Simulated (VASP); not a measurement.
# HgTe (Cmcm) in VASP: a series of runs

HgTe is run at these levels: PBE; tasks: single point.

All numbers are computed with VASP 6.6.1; they aren't measurements. Logs are shortened: lines on timing, memory, paths and dates and some standing lists are left out, and cuts for length are marked.

### Step 1. The cell of the first run

Symmetry: Cmcm, No. 63, orthorhombic system. The conventional cell has a = 5.933 Å, b = 6.957 Å, c = 5.878 Å, α = 90.00°, β = 90.00°, γ = 90.00°. Hg (site symmetry m2m) has 5 Te at 3.00 to 3.05 Å and 2 Hg at 3.76 Å within 3.9 Å. Within 3.9 Å of Te (site symmetry m2m) lie 5 Hg at 3.00 to 3.05 Å.

### Step 2. Single point, PBE

INCAR

```
SYSTEM = HgTe
  PREC = Accurate
  ENCUT = 520
  EDIFF = 1E-6
  ISMEAR = 0
  SIGMA = 0.1
  LREAL = .False.
  LASPH = .True.
  NELM = 100
  ALGO = Normal
  ISIF = 2
  LWAVE = .False.
  LCHARG = .False.
  GGA = PE
  NBANDS = 26
```

KPOINTS

```
regular mesh
0
Gamma
  10 10 8
  0 0 0
```

POSCAR

```
HgTe
1.0
    2.9664296394     -3.4783879297      0.0000000000
    2.9664296394      3.4783879297      0.0000000000
    0.0000000000      0.0000000000      5.8781768394
Hg Te
2 2
Direct
    0.3319444959      0.6680555041      0.7500000000
    0.6680555041      0.3319444959      0.2500000000
    0.7707545029      0.2292454971      0.7500000000
    0.2292454971      0.7707545029      0.2500000000
```

Potentials or basis: VASP PAW PBE potentials, release 64 (Hg, Te).

On the command line:

```
$ cat potpaw_PBE.64/Hg/POTCAR potpaw_PBE.64/Te/POTCAR > POTCAR
$ mpirun -np 1 vasp_std > vasp.out
```

OUTCAR:

```text
SYSTEM = HgTe
   PREC = Accurate
   ENCUT = 520
   EDIFF = 1E-6
   ISMEAR = 0
   LREAL = .False.
   LASPH = .True.
   NELM = 100
   ISIF = 2
   GGA = PE

 ion  position               nearest neighbor table
   1  0.332  0.668  0.750-   3 3.00   3 3.00   4 3.02   4 3.02   3 3.05   2 3.76   2 3.76
   2  0.668  0.332  0.250-   4 3.00   4 3.00   3 3.02   3 3.02   4 3.05   1 3.76   1 3.76
   3  0.771  0.229  0.750-   1 3.00   1 3.00   2 3.02   2 3.02   1 3.05
   4  0.229  0.771  0.250-   2 3.00   2 3.00   1 3.02   1 3.02   2 3.05

  LATTYP: Found a base centered orthorhombic cell.
 ALAT       =     5.9328592788
 B/A-ratio  =     1.1725839991
 C/A-ratio  =     0.9907831221

  Lattice vectors:

 A1 = (   2.9664296394,  -3.4783879297,   0.0000000000)
 A2 = (   2.9664296394,   3.4783879297,   0.0000000000)
 A3 = (   0.0000000000,   0.0000000000,   5.8781768394)

Analysis of symmetry for initial positions (statically):
=====================================================================
 Subroutine PRICEL returns:
 Original cell was already a primitive cell.

 Routine SETGRP: Setting up the symmetry group for a
 base centered orthorhombic supercell.

 Subroutine GETGRP returns: Found  8 space group operations
 (whereof  4 operations were pure point group operations)
 out of a pool of  8 trial point group operations.

The static configuration has the point symmetry C_2h.
 The point group associated with its full space group is D_2h.

Analysis of symmetry for dynamics (positions and initial velocities):
=====================================================================
 Subroutine PRICEL returns:
 Original cell was already a primitive cell.

 Routine SETGRP: Setting up the symmetry group for a
 base centered orthorhombic supercell.

 Subroutine GETGRP returns: Found  8 space group operations
 (whereof  4 operations were pure point group operations)
 out of a pool of  8 trial point group operations.

The dynamic configuration has the point symmetry C_2h.
 The point group associated with its full space group is D_2h.

 Subroutine INISYM returns: Found  8 space group operations
 (whereof  4 operations are pure point group operations),
 and found     1 'primitive' translations

----------------------------------------------------------------------------------------

                                     Primitive cell

  volume of cell :     121.3067

  direct lattice vectors                    reciprocal lattice vectors
     2.966429639 -3.478387930  0.000000000     0.168552793 -0.143744749  0.000000000
     2.966429639  3.478387930  0.000000000     0.168552793  0.143744749  0.000000000
     0.000000000  0.000000000  5.878176839     0.000000000  0.000000000  0.170120775

  length of vectors
     4.571530093  4.571530093  5.878176839     0.221523355  0.221523355  0.170120775

  position of ions in fractional coordinates (direct lattice)
     0.331944496  0.668055504  0.750000000
     0.668055504  0.331944496  0.250000000
     0.770754503  0.229245497  0.750000000
     0.229245497  0.770754503  0.250000000

  ion indices of the primitive-cell ions
   primitive index   ion index
                 1           1
                 2           2
                 3           3
                 4           4

----------------------------------------------------------------------------------------

 KPOINTS: regular mesh

Automatic generation of k-mesh.
 Grid dimensions read from file:
 generate k-points for:   10   10    8

 Generating k-lattice:

  Cartesian coordinates                     Fractional coordinates (reciprocal lattice)
     0.016855279 -0.014374475  0.000000000     0.100000000  0.000000000  0.000000000
     0.016855279  0.014374475  0.000000000     0.000000000  0.100000000  0.000000000
     0.000000000  0.000000000  0.021265097     0.000000000  0.000000000  0.125000000

  Length of vectors
     0.022152335  0.022152335  0.021265097

  Shift w.r.t. Gamma in fractional coordinates (k-lattice)
     0.000000000  0.000000000  0.000000000

 Subroutine IBZKPT returns following result:
 ===========================================

 Found    155 irreducible k-points:

 Following reciprocal coordinates:
            Coordinates               Weight
  0.000000  0.000000  0.000000      1.000000
  0.100000  0.000000  0.000000      4.000000
  0.200000  0.000000  0.000000      4.000000
  0.300000  0.000000  0.000000      4.000000
  0.400000  0.000000  0.000000      4.000000
  0.500000  0.000000  0.000000      2.000000
[... 16 lines left out ...]
  0.300000  0.300000  0.000000      2.000000
  0.400000  0.300000  0.000000      4.000000
 [... further k-points ...]
   k-points           NKPTS =    155   k-points in BZ     NKDIM =    155   number of bands    NBANDS=     26
   number of dos      NEDOS =    301   number of ions     NIONS =      4
   total plane-waves  NPLWV =  62208
   dimension x,y,z NGX =    36 NGY =   36 NGZ =   48
   dimension x,y,z NGXF=    72 NGYF=   72 NGZF=   96
   ions per type =               2   2
   NGX,Y,Z   is equivalent  to a cutoff of  13.09, 13.09, 13.58 a.u.
   NGXF,Y,Z  is equivalent  to a cutoff of  26.18, 26.18, 27.15 a.u.
 SYSTEM =  HgTe
   PREC   = accura    normal or accurate (medium, high low for compatibility)
   ISTART =      0    job   : 0-new  1-cont  2-samecut
   ICHARG =      2    charge: 1-file 2-atom 10-const
   ISPIN  =      1    spin polarized calculation?
   LNONCOLLINEAR =      F non collinear calculations
   LSORBIT =      F    spin-orbit coupling
   LASPH  =      T    aspherical Exc in radial PAW
   ENCUT  =  520.0 eV  38.22 Ry    6.18 a.u.   8.50  8.50 10.93*2*pi/ulx,y,z
   NELM   =    100;   NELMIN=  2; NELMDL= -5     # of ELM steps
   EDIFF  = 0.1E-05   stopping-criterion for ELM
   LREAL  =      F    real-space projection
   EDIFFG = 0.1E-04   stopping-criterion for IOM
   NSW    =      0    number of steps for IOM
   IBRION =     -1    ionic relax: 0-MD 1-quasi-New 2-CG
   NFREE  =      0    steps in history (QN), initial steepest desc. (CG)
   ISIF   =      2    stress and relaxation
   ISYM   =      2    0-nonsym 1-usesym 2-fastsym
   POTIM  = 0.5000    time-step for ionic-motion
   TEBEG  =    0.0;   TEEND  =   0.0 temperature during run
   PSTRESS=    0.0 pullay stress
   NELECT =      36.0000    total number of electrons
   NUPDOWN=      -1.0000    fix difference up-down
   EMIN   =  10.00;   EMAX   =-10.00  energy-range for DOS
   EFERMI =   0.00;   METHOD = LEGACY
   ISMEAR =     0;   SIGMA  =   0.10  broadening in eV -4-tet -1-fermi 0-gaus
   EFERMI_NEDOS =   21; number of points for ismear=-14 and -15
   IALGO  =     38    algorithm
   IMIX   =      4    mixing-type and parameters
     AMIX     =   0.40;   BMIX     =  1.00
     AMIX_MAG =   1.60;   BMIX_MAG =  1.00
  volume/ion in A,a.u.               =      30.33       204.65
  Fermi-wavevector in a.u.,A,eV,Ry     =   1.091979  2.063540 16.223819  1.192417
  Thomas-Fermi vector in A             =   2.228235
   LORBIT       =      0    0 simple, 1 ext, 2 COOP (PROOUT), +10 PAW based schemes
   GGA     = PE    functional components
   LHFCALC =     F    Hartree Fock is set to
   AEXX    =    0.0000 exact exchange contribution
   IVDW    =     0    specifies the selected vdW correction
   LEPSILON=     F    determine dielectric tensor
   LRPA    =     F    only Hartree local field effects (RPA)
 non-spin polarized calculation
 Gauss-broadening in eV      SIGMA  =   0.10
  energy-cutoff  :      520.00
  volume of cell :      121.31
 maximum number of plane-waves:      3294
 NGX is ok and might be reduce to    36
   NGX = 17   NGY = 17   NGZ = 21

 number of electron      36.0000000 magnetization

 Free energy of the ion-electron system (eV)
  ---------------------------------------------------
  ext. energy  EPLUGINS =         0.00000000
  ---------------------------------------------------
  free energy    TOTEN  =        -6.64424140 eV

  energy without entropy =       -6.63579004  energy(sigma->0) =       -6.64001572

 E-fermi :   3.7204     XC(G=0):  -9.5193

 val. band max:        3.7115622316   @ k =  -0.4000   0.3000   0.1250
 cond. band min:       3.7219988512   @ k =   0.3000   0.0000   0.2500
 fundamental gap:      0.0104366197
 Fermi energy:         3.7203692324

 k-point     1 :       0.0000    0.0000    0.0000
  band No.  band energies     occupation
      1      -8.0240      2.00000
      2      -6.9894      2.00000
      3      -3.0255      2.00000
      4      -2.9036      2.00000
      5      -2.8921      2.00000
      6      -2.8776      2.00000
[... 18 lines left out ...]
     25      10.7321      0.00000
     26      11.1102      0.00000

 k-point     2 :       0.1000    0.0000    0.0000
  band No.  band energies     occupation
      1      -7.9775      2.00000
      2      -6.9791      2.00000
      3      -3.0505      2.00000
      4      -2.9514      2.00000
      5      -2.8970      2.00000
      6      -2.8633      2.00000
[... 18 lines left out ...]
     25      10.7302      0.00000
     26      11.3891      0.00000

 k-point     3 :       0.2000    0.0000    0.0000
  band No.  band energies     occupation
      1      -7.8439      2.00000
      2      -6.9597      2.00000
      3      -3.1089      2.00000
      4      -3.0151      2.00000
      5      -2.9122      2.00000
      6      -2.8646      2.00000
[... 18 lines left out ...]
     25      10.8500      0.00000
     26      11.0096      0.00000

 k-point     4 :       0.3000    0.0000    0.0000
  band No.  band energies     occupation
      1      -7.6420      2.00000
      2      -6.9635      2.00000
      3      -3.1740      2.00000
      4      -3.0787      2.00000
      5      -2.9394      2.00000
      6      -2.8876      2.00000
[... 18 lines left out ...]
     25      10.6176      0.00000
     26      10.9248      0.00000
[... 496 lines left out ...]
      1      -7.7973      2.00000
      2      -6.9725      2.00000
      3      -3.0552      2.00000
      4      -2.9130      2.00000
      5      -2.8958      2.00000
      6      -2.8838      2.00000
[... 18 lines left out ...]
     25       9.8922      0.00000
     26      11.4716      0.00000

 k-point    23 :       0.3000    0.3000    0.0000
  band No.  band energies     occupation
      1      -7.2556      2.00000
      2      -7.0778      2.00000
      3      -3.1447      2.00000
      4      -3.1163      2.00000
      5      -3.0046      2.00000
      6      -2.8418      2.00000
[... 18 lines left out ...]
     25      10.3866      0.00000
     26      10.5790      0.00000

 k-point    24 :       0.4000    0.3000    0.0000
  band No.  band energies     occupation
      1      -7.1897      2.00000
      2      -7.1297      2.00000
      3      -3.0472      2.00000
      4      -3.0060      2.00000
      5      -2.9763      2.00000
      6      -2.8727      2.00000
[... 18 lines left out ...]
     25      10.8019      0.00000
     26      11.5234      0.00000

 [... further k-points ...]
[... 5 lines left out ...]
  --------------------------------------------------------------------------------------
  -------------------------------------------------------------------------------------
  Total        0.0639657      0.0213885      0.0519626      0.0000000      0.0000000      0.0000000
  in kB        0.8448369      0.2824914      0.6863041      0.0000000      0.0000000      0.0000000
  external PRESSURE =       0.6045441 kB  Pullay stress =       0.0000000 kB

 VOLUME and BASIS-vectors are now :
 -----------------------------------------------------------------------------
  energy-cutoff  :      520.00
  volume of cell :      121.31
      direct lattice vectors                 reciprocal lattice vectors
     2.966429639 -3.478387930  0.000000000     0.168552793 -0.143744749  0.000000000
     2.966429639  3.478387930  0.000000000     0.168552793  0.143744749  0.000000000
     0.000000000  0.000000000  5.878176839     0.000000000  0.000000000  0.170120775

 POSITION                                       TOTAL-FORCE (eV/Angst)
 -----------------------------------------------------------------------------------
      2.96643      1.16912      4.40863         0.000000     -0.001464      0.000000
      2.96643     -1.16912      1.46954         0.000000      0.001464      0.000000
      2.96643     -1.88358      4.40863         0.000000     -0.007671     -0.000000
      2.96643      1.88358      1.46954         0.000000      0.007671      0.000000
 -----------------------------------------------------------------------------------
    total drift:                                0.000000      0.000000      0.000000

  FREE ENERGIE OF THE ION-ELECTRON SYSTEM (eV)
  ---------------------------------------------------
  free  energy   TOTEN  =        -6.6442413972 eV

  energy  without entropy=       -6.6357900357  energy(sigma->0) =       -6.64001572
```

Run time: 5.2 min. Hardware: 1 thread of Intel Xeon 6975P-C, shared host; peak memory 0.55 GiB.

Results:

```yaml
Free_energy: -6.6442 eV
Pressure: 0.1 GPa
Largest_force: 0.008 eV/Å
Band_gap_on_the_k_mesh: zero (band 18 reaches 4.26 eV, above the bottom of band 19 at 2.06 eV)
```

Forces on the atoms (eV/Å):
```
Hg   0.000 -0.001  0.000
Hg   0.000  0.001  0.000
Te   0.000 -0.008  0.000
Te   0.000  0.008  0.000
```

Caveat: spin-orbit coupling is left out, which moves the levels of the heavy elements.

### Step 3. Single point, PBE

INCAR

```
SYSTEM = HgTe
PREC = Accurate
ENCUT = 520
EDIFF = 1E-6
ISMEAR = 0
SIGMA = 0.15
LREAL = .False.
LASPH = .True.
NELM = 100
ALGO = Normal
ISIF = 2
LWAVE = .False.
LCHARG = .False.
GGA = PE
NBANDS = 26
```

KPOINTS

```
Automatic mesh
0
Gamma
  10 10 8
  0 0 0
```

POSCAR is that of step 2.

Potentials or basis: VASP PAW PBE potentials, release 64 (Hg, Te).

On the command line:

```
$ cat potpaw_PBE.64/Hg/POTCAR potpaw_PBE.64/Te/POTCAR > POTCAR
$ mpirun -np 1 vasp_std > vasp.out
```

Run time: 5.5 min. Hardware: 1 thread of Intel Xeon 6975P-C, shared host; peak memory 0.55 GiB.

Results (log left out):

```
Free energy            : -6.6494 eV
Pressure               : 0.1 GPa
Largest force          : 0.009 eV/Å
Band gap on the k mesh : zero (band 18 reaches 4.26 eV, above the bottom of band 19 at 2.06 eV)
```

Forces on the atoms (eV/Å):
```
Hg   0.000  0.000  0.000
Hg   0.000  0.000  0.000
Te   0.000 -0.009  0.000
Te   0.000  0.009  0.000
```

Levels at points of the mesh, in eV from the Fermi level:
| k point | band 14 | band 15 | band 16 | band 17 | band 18 | band 19 | band 20 | band 21 | band 22 | band 23 |
| --- | --- | --- | --- | --- | --- | --- | --- | --- | --- | --- |
| (0.00, 0.00, 0.00) | -2.61 | -2.50 | -2.24 | -0.87 | -0.48 | -0.42 | -0.09 | 4.22 | 5.47 | 6.49 |
| (0.50, 0.00, 0.00) | -3.92 | -2.43 | -1.87 | -0.65 | -0.62 | 1.54 | 2.61 | 3.32 | 4.50 | 5.25 |
| (0.50, 0.50, 0.00) | -3.90 | -2.24 | -2.14 | -1.78 | -1.71 | -1.67 | -1.14 | 3.72 | 5.39 | 7.45 |
| (0.00, 0.00, 0.50) | -3.49 | -1.73 | -1.73 | -0.97 | -0.97 | 1.47 | 1.47 | 4.92 | 4.92 | 5.19 |
| (0.50, 0.00, 0.50) | -5.27 | -0.77 | -0.77 | 0.45 | 0.45 | 2.12 | 2.12 | 3.85 | 3.85 | 4.60 |
| (0.50, 0.50, 0.50) | -4.37 | -2.85 | -2.85 | -2.77 | -2.77 | 2.16 | 2.16 | 5.40 | 5.40 | 6.65 |

Caveat: spin-orbit coupling is left out, which moves the levels of the heavy elements.
